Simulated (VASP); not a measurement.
A run of VASP 6.6.1:

INCAR

```
SYSTEM = TaC
ALGO     = Normal         ! electronic algorithm
EDIFF    = 1E-6           ! SCF threshold, eV
ENCUT    = 600            ! plane-wave cutoff, eV
GGA      = PE             ! functional
GGA_COMPAT= .FALSE.      
ISIF     = 2              ! what is computed and relaxed
ISMEAR   = -1             ! smearing method
LASPH    = .TRUE.         ! aspherical terms in the spheres
LCHARG   = .TRUE.         ! write CHGCAR
LELF     = .TRUE.         ! ELF
LREAL    = .FALSE.        ! projectors in reciprocal space
LVHAR    = .TRUE.       
LWAVE    = .FALSE.        ! write WAVECAR
NBANDS   = 14             ! bands
NELM     = 120            ! most SCF steps
PREC     = Accurate       ! precision mode
SIGMA    = 0.05           ! smearing width, eV
```

The input KPOINTS:

```
k-points
0
G
  14 14 14
  0 0 0
```

POSCAR

```
TaC
1.0
    0.0000000000      2.2230000000      2.2230000000
    2.2230000000      0.0000000000      2.2230000000
    2.2230000000      2.2230000000      0.0000000000
Ta C
1 1
Direct
    0.0000000000      0.0000000000      0.0000000000
    0.5000000000      0.5000000000      0.5000000000
```

Potentials or basis: VASP PAW PBE potentials, release 64 (Ta_pv, C).

The run is started by

```bash
$ cat potpaw_PBE.64/Ta_pv/POTCAR potpaw_PBE.64/C/POTCAR > POTCAR
$ mpirun -np 1 vasp_std > vasp.out
```

Hardware: 1 thread of Intel(R) Xeon(R) Platinum 8259CL CPU @ 2.50GHz (Skylake/Cascade Lake), on a shared host.

Question: How long does it take, and how much memory?

Answer: Wall time 58 s on 1 thread of Intel(R) Xeon(R) Platinum 8259CL CPU @ 2.50GHz (Skylake/Cascade Lake), on a shared host, peak memory 0.19 GiB. Counts: scf iterations 12, k points 104.
